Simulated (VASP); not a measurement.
Write the native input for VASP 6.6.1 that does the following.

* Task: relaxation of cell and atoms
* Functional: PBE
* Potentials or basis: VASP PAW PBE potentials, release 64 (Sc_sv, In_d, S)
* Cutoff: 600 eV
* k mesh: 4 × 4 × 4
* Occupations: gaussian, width 0.1 eV
* Spin: no spin polarisation
* Dipole correction: no
* Further INCAR settings: ALGO = Normal; EDIFF = 1e-06; IBRION = 2; EDIFFG = -0.04; NSW = 90; ISIF = 3

The structure of ScInS3 lies in POSCAR:

```
ScInS3
1.0
   -2.9340907500      3.3945729400      3.4373556200
    2.9340907500     -3.3945729400      3.4373556200
    2.9340907500      3.3945729400     -3.4373556200
Sc In S
1 1 3
Direct
    0.5000000000      0.5000000000      0.0000000000
    0.0000000000      0.0000000000      0.0000000000
    0.6373730100      0.0000000000      0.6373730100
    0.3626269900      0.0000000000      0.3626269900
    0.0000000000      0.5000000000      0.5000000000
```

The cell was generated, and may not be a known phase.

One way to write it, as run:

INCAR

```
PREC     = Accurate       # precision mode
ENCUT    = 600            # plane-wave cutoff, eV
EDIFF    = 1E-6           # SCF threshold, eV
ISMEAR   = 0              # smearing method
SIGMA    = 0.1            # smearing width, eV
LREAL    = F              # projectors in reciprocal space
LASPH    = T              # aspherical terms in the spheres
NELM     = 100            # most SCF steps
ALGO     = Normal         # electronic algorithm
ISIF     = 3              # what is computed and relaxed
LWAVE    = F              # write WAVECAR
LCHARG   = F              # write CHGCAR
GGA      = PE             # functional
IBRION   = 2              # ionic algorithm
NSW      = 90             # ionic steps
EDIFFG   = -0.04          # ionic threshold
```

KPOINTS

```
Automatic mesh
0
Gamma
  4 4 4
```

Potentials or basis: VASP PAW PBE potentials, release 64 (Sc_sv, In_d, S).

Command:

```console
$ cat potpaw_PBE.64/Sc_sv/POTCAR potpaw_PBE.64/In_d/POTCAR potpaw_PBE.64/S/POTCAR > POTCAR
$ mpirun -np 1 vasp_std > vasp.out
```

Results of the run:

```yaml
Relaxed_volume: 35.90 Å³/atom
Relaxed_cell: a = 6.725 Å, b = 6.725 Å, c = 6.725 Å, α = 140.36°, β = 106.04°, γ = 87.34°
Space_group_after_relaxing_to_0.1_Å: Immm (No. 71)
Energy_gained_by_relaxing: 584.2 meV/atom
Ionic_steps: 26
Pressure_after_relaxing: 0.0 GPa
Largest_force_after_relaxing: 0.012 eV/Å
Band_gap_on_the_k_mesh: 0.14 eV (least direct gap 0.40 eV)
```

Caveat: the volume moved by over 15 % at a fixed basis, so the end points are rough; semilocal functionals underestimate gaps, and a narrow one can read as zero; spin-orbit coupling is left out, which moves the levels of the heavy elements.

Wall time 29 min on 1 thread of Intel(R) Xeon(R) Platinum 8259CL CPU @ 2.50GHz (Skylake/Cascade Lake), with other jobs on the host, peak memory 0.4 GiB.
